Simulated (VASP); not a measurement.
Crystal: Be2C.

```xyz
3
Lattice="0.0000 2.1793 2.1793 2.1793 0.0000 2.1793 2.1793 2.1793 0.0000" Properties=species:S:1:pos:R:3 pbc="T T T"
C     0.0000    0.0000    0.0000
Be    3.2690    3.2690    3.2690
Be    1.0897    1.0897    1.0897
```

This cell differs from its parent crystal: volume scaled by 1.02.

Base run:

- Program: VASP 6.6.1
- Functional: PBE
- Potentials or basis: VASP PAW PBE potentials, release 64 (C, Be)
- Cutoff: 600 eV
- k mesh: 11 × 11 × 11
- Occupations: fermi-dirac, width 0.05 eV
- Spin: no spin polarisation

Its results: band gap on the k mesh 1.24 eV, indirect (least direct gap 4.09 eV); pressure -3.8 GPa.

Question: The run is repeated on the same cell with these changes: functional from PBE to LDA; potentials or basis from VASP PAW PBE potentials, release 64 (C, Be) to VASP PAW LDA potentials, release 64 (C, Be). What comes out?

Answer: Band gap on the k mesh 1.26 eV, indirect (least direct gap 3.99 eV); pressure -11.8 GPa.

A k mesh can miss the band edges.
